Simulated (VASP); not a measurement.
A run of VASP 6.6.1 is set up as follows.

Contents of INCAR:

```
PREC = Accurate
ENCUT = 520
EDIFF = 1E-7
ISMEAR = -1
SIGMA = 0.05
LREAL = F
LASPH = T
NELM = 60
ALGO = Normal
ISIF = 2
LWAVE = F
LCHARG = T
GGA = RP
IVDW = 12
LELF = T
LVHAR = T
NBANDS = 26
```

KPOINTS

```
Automatic mesh
0
Gamma
  12 12 4
```

File POSCAR:

```
C
1.0
    2.4880133891      0.0000000000      0.0000000000
   -1.2440066945      2.1546827999      0.0000000000
    0.0000000000      0.0000000000      8.1257741910
C
8
Direct
    0.6666666667      0.3333333333      0.8437500000
    0.3333333333      0.6666666667      0.3437500000
    0.6666666667      0.3333333333      0.6562500000
    0.3333333333      0.6666666667      0.1562500000
    0.0000000000      0.0000000000      0.9062500000
    0.0000000000      0.0000000000      0.4062500000
    0.0000000000      0.0000000000      0.5937500000
    0.0000000000      0.0000000000      0.0937500000
```

Potentials or basis: VASP PAW PBE potentials, release 64 (C).

Launch:

```bash
$ cat potpaw_PBE.64/C/POTCAR > POTCAR
$ mpirun -np 1 vasp_std > vasp.out
```

**Question.** Predict the dispersion energy per atom.

**Answer.** -0.610 eV.

**Question.** Predict the largest force.

**Answer.** 0.364 eV/Å.

**Question.** What does it give for the band gap on the k mesh?

**Answer.** 4.50 eV (least direct gap 5.27 eV).

Stress tensor (GPa, compression positive):
```
 4.23  0.00  0.00
 0.00  4.23  0.00
 0.00  0.00 18.02
```

Caveat: the cell stands under pressure; the PAW data sets were made with another functional, which shifts forces and pressure a little. RPBE gaps usually lie below the measured ones, often by a third to a half.
